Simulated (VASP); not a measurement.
## CdTe: single point with PBE

CdTe:

```
Cd Te
1.0
     0.00000    2.87766    2.87766
     2.87766    0.00000    2.87766
     2.87766    2.87766    0.00000
Cd Te
1 1
Direct
  0.00000 0.00000 0.00000
  0.25000 0.25000 0.25000
```

- Program: VASP 6.6.1
- Task: single point
- Functional: PBE
- Potentials or basis: VASP PAW PBE potentials, release 64 (Cd, Te)
- Cutoff: 520 eV
- k mesh: 10 × 10 × 10
- Occupations: gaussian, width 0.02 eV
- Spin: no spin polarisation
- Dipole correction: no
- Further INCAR settings: ALGO = Normal; EDIFF = 1e-06; NBANDS = 16

| Quantity | Value |
| --- | --- |
| Pressure | 40.5 GPa |
| Band gap on the k mesh | 1.56 eV, indirect (least direct gap 1.87 eV) |

Levels at points of the mesh, in eV from the valence-band top:
| k point | band 5 | band 6 | band 7 | band 8 | band 9 | band 10 | band 11 | band 12 | band 13 | band 14 |
| --- | --- | --- | --- | --- | --- | --- | --- | --- | --- | --- |
| (0.00, 0.00, 0.00) | -9.71 | -9.71 | 0.00 | 0.00 | 0.00 | 1.87 | 4.08 | 4.08 | 4.08 | 7.69 |
| (0.50, 0.00, 0.00) | -9.69 | -8.97 | -7.07 | -1.50 | -1.50 | 2.06 | 4.78 | 4.78 | 6.63 | 10.32 |
| (0.50, 0.50, 0.00) | -9.64 | -8.68 | -6.43 | -3.49 | -3.49 | 1.56 | 2.12 | 10.90 | 10.90 | 11.16 |

Wall time 14 s on 1 thread of Intel(R) Xeon(R) 6975P-C (Granite Rapids), with other jobs on the host, peak memory 0.19 GiB.

Caveat: spin-orbit coupling is left out, which moves the levels of the heavy elements. A k mesh can miss the band edges.
